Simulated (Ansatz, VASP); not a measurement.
# One calculation of Ag, two programs

```xyz
4
Lattice="2.8862 0.0433 0.0433 -1.4056 2.4779 0.0158 0.1500 0.1500 10.0000" Properties=species:S:1:pos:R:3 pbc="T T T"
Ag    0.0625    1.7038    2.5250
Ag    1.5681    0.9673    7.5341
Ag    0.0000    0.0000    0.0000
Ag    0.0750    0.0750    5.0000
```

Change from the starting cell: equal xy, yz and zx shear strains of +3 %.

Alike in both runs: task single point; functional PBE; k mesh 14 × 14 × 4; occupations fermi-dirac, width 0.08 eV; no spin polarisation.

|  | VASP | Ansatz |
| --- | --- | --- |
| version | VASP 6.6.1 | Ansatz 0.2.0 |
| potentials or method | VASP PAW PBE potentials, release 64 (Ag), cutoff 500 eV | all-electron LAPW, scalar-relativistic |

VASP gave:

```
pressure (GPa)                                                : -0.3
traceless stress, the component that is largest in VASP (GPa) : -3.28
rms of the force components (eV/Å)                            : 0.004
```

Task: Which values does Ansatz return?

Result: Pressure (GPa): -0.3; traceless stress, the component that is largest in VASP (GPa): -3.29; rms of the force components (eV/Å): 0.004.

Atom by atom the forces differ by 0.000 eV/Å (rms over components). Ansatz ran all-electron here, and VASP with PAW potentials.
